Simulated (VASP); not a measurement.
# Al2Cu (P4/mmm) in VASP: single point with HSE06

Aim: the single point of Al2Cu with HSE06.

All numbers are computed with VASP 6.6.1; they aren't measurements. Logs are shortened: lines on timing, memory, paths and dates and some standing lists are left out, and cuts for length are marked.

## Step 1: The cell of the first run

It takes space group P4/mmm (No. 123, tetragonal). The conventional cell has a = 4.085 Å, b = 4.085 Å, c = 2.846 Å, α = 90.00°, β = 90.00°, γ = 90.00°. Within 3.3 Å of Al (site symmetry mmm) lie 4 Cu at 2.49 Å and 6 Al at 2.85 to 2.89 Å. Within 3.3 Å of Cu (site symmetry 4/mmm) lie 8 Al at 2.49 Å and 2 Cu at 2.85 Å.

## Step 2: Single point, HSE06

POSCAR

```
Al2Cu
1.0
    4.0848572973      0.0000000000      0.0000000000
    0.0000000000      4.0848572973      0.0000000000
    0.0000000000      0.0000000000      2.8464075300
Al Cu
2 1
Direct
    0.5000000000      0.0000000000      0.5000000000
    0.0000000000      0.5000000000      0.5000000000
    0.0000000000      0.0000000000      0.0000000000
```

INCAR.step1

```
SYSTEM = Al2Cu
  PREC = Accurate
  ENCUT = 520
  EDIFF = 1E-5
  ISMEAR = 0
  SIGMA = 0.1
  LREAL = .False.
  LASPH = .True.
  NELM = 60
  ALGO = Normal
  ISIF = 2
  LWAVE = .True.
  LCHARG = .False.
  GGA = PE
  NBANDS = 16
```

INCAR.step2

```
SYSTEM = Al2Cu
  PREC = Accurate
  ENCUT = 520
  EDIFF = 1E-7
  ISMEAR = 0
  SIGMA = 0.1
  LREAL = .False.
  LASPH = .True.
  NELM = 60
  ALGO = Normal
  ISIF = 2
  LWAVE = .False.
  LCHARG = .False.
  GGA = PE
  LHFCALC = .True.
  HFSCREEN = 0.2079
  PRECFOCK = Normal
  ISTART = 1
  NBANDS = 16
```

KPOINTS

```
Automatic mesh
0
Gamma
  4 4 6
  0 0 0
```

Potentials or basis: VASP PAW PBE potentials, release 64 (Al, Cu).

Run with:

```bash
cat potpaw_PBE.64/Al/POTCAR potpaw_PBE.64/Cu/POTCAR > POTCAR
cp INCAR.step1 INCAR
mpirun -np 1 vasp_std > vasp.out
cp INCAR.step2 INCAR
mpirun -np 1 vasp_std > vasp.out
```

OUTCAR:

```text
SYSTEM = Al2Cu
   PREC = Accurate
   ENCUT = 520
   EDIFF = 1E-7
   ISMEAR = 0
   LREAL = .False.
   LASPH = .True.
   NELM = 60
   ISIF = 2
   GGA = PE
   LHFCALC = .True.
   HFSCREEN = 0.2079
   PRECFOCK = Normal
   ISTART = 1

 ion  position               nearest neighbor table
   1  0.500  0.000  0.500-   3 2.49   3 2.49   3 2.49   3 2.49   2 2.89   2 2.89   2 2.89   2 2.89

   2  0.000  0.500  0.500-   3 2.49   3 2.49   3 2.49   3 2.49   1 2.89   1 2.89   1 2.89   1 2.89

   3  0.000  0.000  0.000-   1 2.49   2 2.49   1 2.49   2 2.49   2 2.49   2 2.49   1 2.49   1 2.49

  LATTYP: Found a simple tetragonal cell.
 ALAT       =     4.0848572973
 C/A-ratio  =     0.6968193312

  Lattice vectors:

 A1 = (   4.0848572973,   0.0000000000,   0.0000000000)
 A2 = (   0.0000000000,   4.0848572973,   0.0000000000)
 A3 = (   0.0000000000,   0.0000000000,   2.8464075300)

Analysis of symmetry for initial positions (statically):
=====================================================================
 Subroutine PRICEL returns:
 Original cell was already a primitive cell.

 Routine SETGRP: Setting up the symmetry group for a
 simple tetragonal supercell.

 Subroutine GETGRP returns: Found 16 space group operations
 (whereof 16 operations were pure point group operations)
 out of a pool of 16 trial point group operations.

The static configuration has the point symmetry D_4h.

Analysis of symmetry for dynamics (positions and initial velocities):
=====================================================================
 Subroutine PRICEL returns:
 Original cell was already a primitive cell.

 Routine SETGRP: Setting up the symmetry group for a
 simple tetragonal supercell.

 Subroutine GETGRP returns: Found 16 space group operations
 (whereof 16 operations were pure point group operations)
 out of a pool of 16 trial point group operations.

The dynamic configuration has the point symmetry D_4h.

 Subroutine INISYM returns: Found 16 space group operations
 (whereof 16 operations are pure point group operations),
 and found     1 'primitive' translations

----------------------------------------------------------------------------------------

                                     Primitive cell

  volume of cell :      47.4953

  direct lattice vectors                    reciprocal lattice vectors
     4.084857297  0.000000000  0.000000000     0.244806594  0.000000000  0.000000000
     0.000000000  4.084857297  0.000000000     0.000000000  0.244806594  0.000000000
     0.000000000  0.000000000  2.846407530     0.000000000  0.000000000  0.351320037

  length of vectors
     4.084857297  4.084857297  2.846407530     0.244806594  0.244806594  0.351320037

  position of ions in fractional coordinates (direct lattice)
     0.500000000  0.000000000  0.500000000
     0.000000000  0.500000000  0.500000000
     0.000000000  0.000000000  0.000000000

  ion indices of the primitive-cell ions
   primitive index   ion index
                 1           1
                 2           2
                 3           3

----------------------------------------------------------------------------------------

 KPOINTS: Automatic mesh

Automatic generation of k-mesh.
 Grid dimensions read from file:
 generate k-points for:    4    4    6

 Generating k-lattice:

  Cartesian coordinates                     Fractional coordinates (reciprocal lattice)
     0.061201648  0.000000000  0.000000000     0.250000000  0.000000000  0.000000000
     0.000000000  0.061201648  0.000000000     0.000000000  0.250000000  0.000000000
     0.000000000  0.000000000  0.058553340     0.000000000  0.000000000  0.166666667

  Length of vectors
     0.061201648  0.061201648  0.058553340

  Shift w.r.t. Gamma in fractional coordinates (k-lattice)
     0.000000000  0.000000000  0.000000000

 Subroutine IBZKPT returns following result:
 ===========================================

 Found     24 irreducible k-points:

 Following reciprocal coordinates:
            Coordinates               Weight
  0.000000  0.000000  0.000000      1.000000
  0.250000  0.000000  0.000000      4.000000
  0.500000  0.000000  0.000000      2.000000
  0.250000  0.250000  0.000000      4.000000
  0.500000  0.250000  0.000000      4.000000
  0.500000  0.500000  0.000000      1.000000
[... 16 lines left out ...]
  0.500000  0.250000  0.500000      4.000000
  0.500000  0.500000  0.500000      1.000000
   k-points           NKPTS =     24   k-points in BZ     NKDIM =     96   number of bands    NBANDS=     16
   number of dos      NEDOS =    301   number of ions     NIONS =      3
   total plane-waves  NPLWV =  21600
   dimension x,y,z NGX =    30 NGY =   30 NGZ =   24
   dimension x,y,z NGXF=    60 NGYF=   60 NGZF=   48
   ions per type =               2   1
   NGX,Y,Z   is equivalent  to a cutoff of  12.21, 12.21, 14.02 a.u.
   NGXF,Y,Z  is equivalent  to a cutoff of  24.42, 24.42, 28.03 a.u.
 SYSTEM =  Al2Cu
   PREC   = accura    normal or accurate (medium, high low for compatibility)
   ISTART =      1    job   : 0-new  1-cont  2-samecut
   ICHARG =      0    charge: 1-file 2-atom 10-const
   ISPIN  =      1    spin polarized calculation?
   LNONCOLLINEAR =      F non collinear calculations
   LSORBIT =      F    spin-orbit coupling
   LASPH  =      T    aspherical Exc in radial PAW
   ENCUT  =  520.0 eV  38.22 Ry    6.18 a.u.   7.60  7.60  5.29*2*pi/ulx,y,z
   NELM   =     60;   NELMIN=  2; NELMDL=  0     # of ELM steps
   EDIFF  = 0.1E-06   stopping-criterion for ELM
   LREAL  =      F    real-space projection
   EDIFFG = 0.1E-05   stopping-criterion for IOM
   NSW    =      0    number of steps for IOM
   IBRION =     -1    ionic relax: 0-MD 1-quasi-New 2-CG
   NFREE  =      0    steps in history (QN), initial steepest desc. (CG)
   ISIF   =      2    stress and relaxation
   ISYM   =      3    0-nonsym 1-usesym 2-fastsym
   POTIM  = 0.5000    time-step for ionic-motion
   TEBEG  =    0.0;   TEEND  =   0.0 temperature during run
   PSTRESS=    0.0 pullay stress
   NELECT =      17.0000    total number of electrons
   NUPDOWN=      -1.0000    fix difference up-down
   EMIN   =  10.00;   EMAX   =-10.00  energy-range for DOS
   EFERMI =   0.00;   METHOD = LEGACY
   ISMEAR =     0;   SIGMA  =   0.10  broadening in eV -4-tet -1-fermi 0-gaus
   EFERMI_NEDOS =   21; number of points for ismear=-14 and -15
   IALGO  =     38    algorithm
   IMIX   =      1    mixing-type and parameters
     AMIX     =   0.40;   BMIX     =  1.00
     AMIX_MAG =   1.60;   BMIX_MAG =  1.00
  volume/ion in A,a.u.               =      15.83       106.84
  Fermi-wavevector in a.u.,A,eV,Ry     =   1.162361  2.196543 18.382586  1.351082
  Thomas-Fermi vector in A             =   2.298922
   LORBIT       =      0    0 simple, 1 ext, 2 COOP (PROOUT), +10 PAW based schemes
   GGA     = PE    functional components
   LHFCALC =     T    Hartree Fock is set to
   PRECFOCK=normal    Normal, Fast or Accurate (Low or Medium for compatibility)
   ENCUT4O =  -1.0   cutoff for four orbital integrals eV
   NKREDX  =     1    reduce k-point grid by
   NKREDY  =     1    reduce k-point grid by
   NKREDZ  =     1    reduce k-point grid by
   AEXX    =    0.2500 exact exchange contribution
   HFSCREEN=    0.2079 screening length (either q_TF or 0.3 A-1)
   HFSCREENC=   0.2079 screening length for correlation (either q_TF or 0.3 A-1)
   ENCUTFOCK=  -1.0 apply spherical cutoff to Coloumb kernel
   IVDW    =     0    specifies the selected vdW correction
   LEPSILON=     F    determine dielectric tensor
   LRPA    =     F    only Hartree local field effects (RPA)
 non-spin polarized calculation
 Gauss-broadening in eV      SIGMA  =   0.10
  energy-cutoff  :      520.00
  volume of cell :       47.50
 maximum number of plane-waves:      1291
  NGX = 24; NGY = 24; NGZ = 16

 number of electron      16.9999981 magnetization

 Free energy of the ion-electron system (eV)
  ---------------------------------------------------
  ext. energy  EPLUGINS =         0.00000000
  ---------------------------------------------------
  free energy    TOTEN  =       -11.86851360 eV

  energy without entropy =      -11.86656405  energy(sigma->0) =      -11.86753882

 E-fermi :   7.3570     XC(G=0):  -8.6432

 val. band max:        7.2484576944   @ k =   0.0000   0.0000   0.0000
 cond. band min:       7.3680672503   @ k =   0.5000   0.5000   0.5000
 fundamental gap:      0.1196095560
 Fermi energy:         7.3569979227

 k-point     1 :       0.0000    0.0000    0.0000
  band No.  band energies     occupation
      1      -4.7575      2.00000
      2       0.4661      2.00000
      3       0.7772      2.00000
      4       1.4597      2.00000
      5       1.8307      2.00000
      6       1.8307      2.00000
[... 8 lines left out ...]
     15      15.2996      0.00000
     16      21.2610      0.00000

 k-point     2 :       0.2500    0.0000    0.0000
  band No.  band energies     occupation
      1      -4.1672      2.00000
      2       0.0897      2.00000
      3       0.7488      2.00000
      4       1.3547      2.00000
      5       1.8130      2.00000
      6       1.8332      2.00000
[... 8 lines left out ...]
     15      19.3548      0.00000
     16      19.5982      0.00000

 k-point     3 :       0.5000    0.0000    0.0000
  band No.  band energies     occupation
      1      -2.9617      2.00000
      2      -1.5231      2.00000
      3       0.7691      2.00000
      4       1.2653      2.00000
      5       1.5163      2.00000
      6       1.7955      2.00000
[... 8 lines left out ...]
     15      17.8345      0.00000
     16      19.4689      0.00000
[... 362 lines left out ...]
 k-point    23 :       0.5000    0.2500    0.5000
  band No.  band energies     occupation
      1       0.1684      2.00000
      2       0.4917      2.00000
      3       1.2599      2.00000
      4       1.4934      2.00000
      5       1.7781      2.00000
      6       2.5212      2.00000
[... 8 lines left out ...]
     15      18.0879      0.00000
     16      18.3314      0.00000

 k-point    24 :       0.5000    0.5000    0.5000
  band No.  band energies     occupation
      1       0.3069      2.00000
      2       0.3069      2.00000
      3       1.4264      2.00000
      4       1.6265      2.00000
      5       1.9102      2.00000
      6       3.3839      2.00000
[... 8 lines left out ...]
     15      21.7007      0.00000
     16      22.8821      0.00000

------------------------ aborting loop because EDIFF is reached ----------------------------------------

  FORCE on cell =-STRESS in cart. coord.  units (eV):
  Direction    XX          YY          ZZ          XY          YZ          ZX
  --------------------------------------------------------------------------------------
  -------------------------------------------------------------------------------------
  Total        0.0517295      0.0517295      1.6692813      0.0000000      0.0000000      0.0000000
  in kB        1.7450103      1.7450103     56.3104818      0.0000000      0.0000000      0.0000000
  external PRESSURE =      19.9335008 kB  Pullay stress =       0.0000000 kB

 VOLUME and BASIS-vectors are now :
 -----------------------------------------------------------------------------
  energy-cutoff  :      520.00
  volume of cell :       47.50
      direct lattice vectors                 reciprocal lattice vectors
     4.084857297  0.000000000  0.000000000     0.244806594  0.000000000  0.000000000
     0.000000000  4.084857297  0.000000000     0.000000000  0.244806594  0.000000000
     0.000000000  0.000000000  2.846407530     0.000000000  0.000000000  0.351320037

 POSITION                                       TOTAL-FORCE (eV/Angst)
 -----------------------------------------------------------------------------------
      2.04243      0.00000      1.42320         0.000000      0.000000      0.000000
      0.00000      2.04243      1.42320         0.000000      0.000000      0.000000
      0.00000      0.00000      0.00000         0.000000      0.000000      0.000000
 -----------------------------------------------------------------------------------
    total drift:                                0.000007     -0.000078      0.000013

  FREE ENERGIE OF THE ION-ELECTRON SYSTEM (eV)
  ---------------------------------------------------
  free  energy   TOTEN  =       -11.8685136010 eV

  energy  without entropy=      -11.8665640471  energy(sigma->0) =      -11.86753882
```

It took 21 min on 1 thread of Intel Xeon Platinum 8375C at 2.90GHz (Ice Lake), shared host; peak memory 0.27 GiB.

Results:

- Free energy: -11.8685 eV
- Pressure: 2.0 GPa
- Band gap on the k mesh: zero (an odd number of electrons rules out a gap without spin polarisation)

Caveat: the k points lie up to 0.38 Å⁻¹ apart, too coarse for converged energies and pressures of a metal; the PAW data sets were made with another functional, which shifts forces and pressure a little.
